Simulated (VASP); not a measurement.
# Ti (P6_3/mmc) in VASP: a series of runs, part 2 of 2

VASP 6.6.1. The steps go on from the part before.

### 3 Single point, r2SCAN (strain -0.015 along x and y, +0.015 along z)

Contents of POSCAR:

```
Ti
1.0
    2.9057478925      0.0000000000      0.0000000000
   -1.4528739462      2.5164514919      0.0000000000
    0.0000000000      0.0000000000      4.7562900000
Ti
2
Direct
    0.3333333333      0.6666666667      0.2500000000
    0.6666666667      0.3333333333      0.7500000000
```

Contents of INCAR.step1:

```
ALGO = Normal
EDIFF = 1E-4
ENCUT = 520
GGA = PE
ISMEAR = 0
LASPH = T
LCHARG = F
LREAL = F
LWAVE = T
NBANDS = 19
NELM = 80
PREC = Accurate
SIGMA = 0.15
```

Contents of INCAR.step2:

```
ALGO = Normal
EDIFF = 1E-6
ENCUT = 520
ISIF = 2
ISMEAR = 0
ISTART = 1
LASPH = T
LCHARG = T
LELF = T
LMIXTAU = T
LREAL = F
LVHAR = T
LWAVE = F
METAGGA = R2SCAN
NBANDS = 19
NELM = 80
PREC = Accurate
SIGMA = 0.15
```

Contents of KPOINTS:

```
k-points
0
Gamma
  18 18 10
```

Potentials or basis: VASP PAW PBE potentials, release 64 (Ti_sv).

Started as:

```bash
$ cat potpaw_PBE.64/Ti_sv/POTCAR > POTCAR
$ cp INCAR.step1 INCAR
$ mpirun -np 1 vasp_std > vasp.out
$ cp INCAR.step2 INCAR
$ mpirun -np 1 vasp_std > vasp.out
```

OUTCAR:

```text
EDIFF = 1E-6
   ENCUT = 520
   ISIF = 2
   ISMEAR = 0
   ISTART = 1
   LASPH = T
   LREAL = F
   METAGGA = R2SCAN
   NELM = 80
   PREC = Accurate

 ion  position               nearest neighbor table
   1  0.333  0.667  0.250-   2 2.91   2 2.91   2 2.91   2 2.91   2 2.91   2 2.91
   2  0.667  0.333  0.750-   1 2.91   1 2.91   1 2.91   1 2.91   1 2.91   1 2.91

  LATTYP: Found a hexagonal cell.
 ALAT       =     2.9057478925
 C/A-ratio  =     1.6368556998

  Lattice vectors:

 A1 = (   2.9057478925,   0.0000000000,   0.0000000000)
 A2 = (  -1.4528739462,   2.5164514919,   0.0000000000)
 A3 = (   0.0000000000,   0.0000000000,   4.7562900000)

Analysis of symmetry for initial positions (statically):
=====================================================================
 Subroutine PRICEL returns:
 Original cell was already a primitive cell.

 Routine SETGRP: Setting up the symmetry group for a
 hexagonal supercell.

 Subroutine GETGRP returns: Found 24 space group operations
 (whereof 12 operations were pure point group operations)
 out of a pool of 24 trial point group operations.

The static configuration has the point symmetry D_3d.
 The point group associated with its full space group is D_6h.

Analysis of symmetry for dynamics (positions and initial velocities):
=====================================================================
 Subroutine PRICEL returns:
 Original cell was already a primitive cell.

 Routine SETGRP: Setting up the symmetry group for a
 hexagonal supercell.

 Subroutine GETGRP returns: Found 24 space group operations
 (whereof 12 operations were pure point group operations)
 out of a pool of 24 trial point group operations.

The dynamic configuration has the point symmetry D_3d.
[... 112 lines left out ...]
   NUPDOWN=      -1.0000    fix difference up-down
   EMIN   =  10.00;   EMAX   =-10.00  energy-range for DOS
   EFERMI =   0.00;   METHOD = LEGACY
   ISMEAR =     0;   SIGMA  =   0.15  broadening in eV -4-tet -1-fermi 0-gaus
   EFERMI_NEDOS =   21; number of points for ismear=-14 and -15
   IALGO  =     38    algorithm
   IMIX   =      4    mixing-type and parameters
     AMIX     =   0.40;   BMIX     =  1.00
     AMIX_MAG =   1.60;   BMIX_MAG =  1.00
  volume/ion in A,a.u.               =      17.39       117.35
  Fermi-wavevector in a.u.,A,eV,Ry     =   1.446684  2.733836 28.475554  2.092894
  Thomas-Fermi vector in A             =   2.564724
   LORBIT       =      0    0 simple, 1 ext, 2 COOP (PROOUT), +10 PAW based schemes
   METAGGA = R2SCAN    functional components
   LHFCALC =     F    Hartree Fock is set to
   AEXX    =    0.0000 exact exchange contribution
   IVDW    =     0    specifies the selected vdW correction
   LEPSILON=     F    determine dielectric tensor
   LRPA    =     F    only Hartree local field effects (RPA)
 non-spin polarized calculation
 Gauss-broadening in eV      SIGMA  =   0.15
  energy-cutoff  :      520.00
  volume of cell :       34.78
 maximum number of plane-waves:       966
 NGX is ok and might be reduce to    24
   NGX = 11   NGY = 11   NGZ = 17

 number of electron      23.9999992 magnetization

 Free energy of the ion-electron system (eV)
  ---------------------------------------------------
  ext. energy  EPLUGINS =         0.00000000
  ---------------------------------------------------
  free energy    TOTEN  =       -25.89992520 eV

  energy without entropy =      -25.88016798  energy(sigma->0) =      -25.89004659

 E-fermi :   8.3733     XC(G=0): -12.3904

 val. band max:        8.3731429319   @ k =   0.1667  -0.0000   0.4000
 cond. band min:       8.3785793353   @ k =   0.3333   0.2778   0.3000
 fundamental gap:      0.0054364034
 Fermi energy:         8.3732641620

 k-point     1 :       0.0000    0.0000    0.0000
  band No.  band energies     occupation
      1     -50.8450      2.00000
      2     -50.7187      2.00000
      3     -26.3762      2.00000
      4     -25.7151      2.00000
      5     -25.7151      2.00000
      6     -25.6898      2.00000
[... 505 lines left out ...]
      6     -25.8992      2.00000
[... 11 lines left out ...]
     18      12.0208      0.00000
     19      12.8645      0.00000

 [... further k-points ...]

------------------------ aborting loop because EDIFF is reached ----------------------------------------

  FORCE on cell =-STRESS in cart. coord.  units (eV):
  Direction    XX          YY          ZZ          XY          YZ          ZX
  --------------------------------------------------------------------------------------
  -------------------------------------------------------------------------------------
  Total        0.2855428      0.2855428     -0.6623039      0.0000000     -0.0000000      0.0000000
  in kB       13.1542786     13.1542786    -30.5107639      0.0000000     -0.0000000      0.0000000
  external PRESSURE =      -1.4007356 kB  Pullay stress =       0.0000000 kB

 VOLUME and BASIS-vectors are now :
 -----------------------------------------------------------------------------
  energy-cutoff  :      520.00
  volume of cell :       34.78
      direct lattice vectors                 reciprocal lattice vectors
     2.905747892  0.000000000  0.000000000     0.344145479  0.198692485  0.000000000
    -1.452873946  2.516451492  0.000000000     0.000000000  0.397384970  0.000000000
     0.000000000  0.000000000  4.756290000     0.000000000  0.000000000  0.210247903

 POSITION                                       TOTAL-FORCE (eV/Angst)
 -----------------------------------------------------------------------------------
     -0.00000      1.67763      1.18907         0.000000     -0.000000      0.000000
      1.45287      0.83882      3.56722        -0.000000      0.000000      0.000000
 -----------------------------------------------------------------------------------
    total drift:                               -0.000000      0.000000     -0.000000

  FREE ENERGIE OF THE ION-ELECTRON SYSTEM (eV)
  ---------------------------------------------------
  free  energy   TOTEN  =       -25.8999251988 eV

  energy  without entropy=      -25.8801679769  energy(sigma->0) =      -25.89004659
```

OSZICAR.step1:

```text
N       E                     dE             d eps       ncg     rms          rms(c)
DAV:   1     0.262855751282E+03    0.26286E+03   -0.13026E+04  8444   0.157E+03
DAV:   2     0.126917386912E+02   -0.25016E+03   -0.24617E+03  8649   0.441E+02
DAV:   3    -0.164311664946E+02   -0.29123E+02   -0.28758E+02 15646   0.123E+02
DAV:   4    -0.176800700841E+02   -0.12489E+01   -0.12470E+01  9757   0.266E+01
DAV:   5    -0.177404057735E+02   -0.60336E-01   -0.60323E-01 12464   0.418E+00    0.118E+01
DAV:   6    -0.156732986242E+02    0.20671E+01   -0.74927E+00  9762   0.275E+01    0.296E+00
DAV:   7    -0.156555895843E+02    0.17709E-01   -0.70795E-01 12739   0.616E+00    0.206E+00
DAV:   8    -0.156815005514E+02   -0.25911E-01   -0.19503E-01  9305   0.508E+00    0.676E-01
DAV:   9    -0.156738613627E+02    0.76392E-02   -0.43856E-02  9653   0.209E+00    0.702E-02
DAV:  10    -0.156742307636E+02   -0.36940E-03   -0.31106E-03 12134   0.327E-01    0.812E-02
DAV:  11    -0.156742767554E+02   -0.45992E-04   -0.10885E-04  6353   0.763E-02
   1 F= -.15674277E+02 E0= -.15662287E+02  d E =-.239795E-01
```

It took 5.7 min on 1 thread of Intel Xeon Platinum 8259CL at 2.50GHz (Skylake/Cascade Lake), shared host; peak memory 0.25 GiB.

What came out:

| Quantity | Value |
| --- | --- |
| Free energy | -25.8999 eV |
| Pressure | -0.1 GPa |
| Band gap on the k mesh | zero (bands 12 and 13 overlap by 1.13 eV) |

Caveat: the cell differs from its parent crystal (strain -0.015 along x and y, +0.015 along z); the PAW data sets were made with another functional, which shifts forces and pressure a little.

### 4 Single point, r2SCAN (strain -0.015 along x and y, +0.030 along z)

Changes to POSCAR since step 3:

```diff
@@ -4,3 +4,3 @@
    -1.4528739462      2.5164514919      0.0000000000
-    0.0000000000      0.0000000000      4.7562900000
+    0.0000000000      0.0000000000      4.8265800000
 Ti
```

Contents of INCAR.step1:

```
SYSTEM = Ti
ALGO = Normal
EDIFF = 1E-4
ENCUT = 520
GGA = PE
ISMEAR = 0
LASPH = .TRUE.
LCHARG = .FALSE.
LREAL = .FALSE.
LWAVE = .TRUE.
NBANDS = 19
NELM = 60
PREC = Accurate
SIGMA = 0.15
```

Contents of INCAR.step2:

```
SYSTEM = Ti
ALGO = Normal
EDIFF = 1E-6
ENCUT = 520
ISIF = 2
ISMEAR = 0
ISTART = 1
LASPH = .TRUE.
LCHARG = .FALSE.
LMIXTAU = .TRUE.
LREAL = .FALSE.
LWAVE = .FALSE.
METAGGA = R2SCAN
NBANDS = 19
NELM = 60
PREC = Accurate
SIGMA = 0.15
```

Contents of KPOINTS:

```
k-points
0
G
  18 18 10
  0 0 0
```

Started as:

```bash
$ cat potpaw_PBE.64/Ti_sv/POTCAR > POTCAR
$ cp INCAR.step1 INCAR
$ mpirun -np 1 vasp_std > vasp.out
$ cp INCAR.step2 INCAR
$ mpirun -np 1 vasp_std > vasp.out
```

Wall time 5.9 min (1 thread of Intel Xeon Platinum 8259CL at 2.50GHz (Skylake/Cascade Lake), shared host); peak memory 0.25 GiB.

Results (log left out):

| Property | Result |
| --- | --- |
| Free energy | -25.8860 eV |
| Pressure | -1.8 GPa |
| Band gap on the k mesh | zero (bands 12 and 13 overlap by 1.02 eV) |

Stress tensor (GPa, compression positive):
```
 0.26  0.00  0.00
 0.00  0.26  0.00
 0.00  0.00 -5.86
```

Levels at points of the mesh, in eV from the Fermi level:
```csv
k point,band 8,band 9,band 10,band 11,band 12,band 13,band 14,band 15,band 16,band 17
"(0.00, 0.00, 0.00)",-34.03,-6.57,-2.85,0.08,0.67,0.93,0.93,1.36,1.36,2.05
"(0.50, 0.00, 0.00)",-34.13,-2.43,-2.20,-1.94,-0.65,0.52,0.87,1.07,3.65,3.67
"(0.00, 0.00, 0.50)",-34.07,-4.77,-4.77,-0.12,-0.12,0.91,0.91,0.91,0.91,3.00
"(0.50, 0.00, 0.50)",-34.19,-2.62,-2.62,-0.93,-0.93,1.27,1.27,2.03,2.03,3.75
```

Caveat: the cell differs from its parent crystal (strain -0.015 along x and y, +0.030 along z); the PAW data sets were made with another functional, which shifts forces and pressure a little.

### 5 The runs side by side

| cell | gap on the mesh (eV) | pressure (GPa) |
| --- | --- | --- |
| a = 2.994, b = 2.994, c = 4.756 Å, angles 90.0, 90.0, 120.0°, 2 atoms | none | -6.5 |
| a = 2.906, b = 2.906, c = 4.756 Å, angles 90.0, 90.0, 120.0°, 2 atoms | none | -0.1 |
| a = 2.906, b = 2.906, c = 4.827 Å, angles 90.0, 90.0, 120.0°, 2 atoms | none | -1.8 |

Alike in all rows: task single point; level r2SCAN; potentials or basis VASP PAW PBE potentials, release 64 (Ti_sv); no spin polarisation; k mesh 18 × 18 × 10; cutoff (eV) 520; smearing gaussian 0.15 eV.

Caveats: the PAW data sets were made with another functional, which shifts forces and pressure a little; the cell stands under tension (at least some runs).

Absolute energies hang on the potentials; compare differences alone.
